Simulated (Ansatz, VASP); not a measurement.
# Two plane-wave programs on RbHg

```
CELL_PARAMETERS angstrom
4.48553 0.00000 0.00000
-2.24277 3.88459 0.00000
0.00000 0.00000 7.55125
ATOMIC_POSITIONS crystal
Rb 0.00000 0.00000 0.50000
Hg 0.00000 0.00000 0.00000
```

Alike in both runs: functional PBE; k mesh 6 × 6 × 4; occupations gaussian, width 0.1 eV; no spin polarisation.

Ansatz relaxed the structure, and its values are those at the end. VASP's run is a single point on that final structure, the one shown.

```csv
,VASP,Ansatz
version,VASP 6.6.1,Ansatz 0.2.0
potentials or method,"VASP PAW PBE potentials, release 64 (Rb_sv, Hg), cutoff 520 eV","scalar-relativistic, plane waves, PAW"
valence electrons in the cell,21,29
```

```csv
,VASP,Ansatz,Ansatz less VASP
gap on the k mesh at the Fermi level (eV),none,none,-
pressure (GPa),0.0,0.1,+0.02
```

A gap of «none» marks a metal or a gap that the smearing closes. The functional is the same, so the differences come from potentials, cutoffs and numerics. VASP's potentials hold 21 valence electrons a cell and Ansatz's 29, so a difference there can come from the potentials and not from the codes.

Spin-orbit coupling is off throughout.
